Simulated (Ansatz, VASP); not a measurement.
**One calculation of SnS2, two programs**

```
CELL_PARAMETERS angstrom
3.55093 0.00000 0.00000
-1.77547 3.07520 0.00000
0.00000 0.00000 5.78293
ATOMIC_POSITIONS crystal
Sn 0.00000 0.00000 0.00000
S 0.33333 0.66667 0.25812
S 0.66667 0.33333 0.74188
```

Change from the starting cell: hydrostatic strain -3.0%.

Alike in both runs: task single point; functional HSE06; k mesh 6 × 6 × 4; no spin polarisation.

```csv
,VASP,Ansatz
version,VASP 6.6.1,Ansatz 0.2.0
potentials or method,"VASP PAW PBE potentials, release 64 (Sn_d, S)","plane waves, PAW"
plane-wave cutoff (eV),400,420
occupations,"gaussian, width 0.01 eV",fixed
valence electrons in the cell,26,26
```

VASP gave:

| Item | Value |
| --- | --- |
| gap on the k mesh at the Fermi level (eV) | 2.37 |
| pressure (GPa) | 4.8 |
| traceless stress, the component that is largest in VASP (GPa) | -2.89 |
| rms of the force components (eV/Å) | 0.124 |

Problem. Estimate Ansatz's values.

Solution. gap on the k mesh at the Fermi level (eV): 2.38; pressure (GPa): 5.1; traceless stress, the component that is largest in VASP (GPa): -2.89; rms of the force components (eV/Å): 0.117.

Atom by atom the forces differ by 0.007 eV/Å (rms over components). Ansatz's warnings: stress exchange threshold loose, stress scf threshold loose.
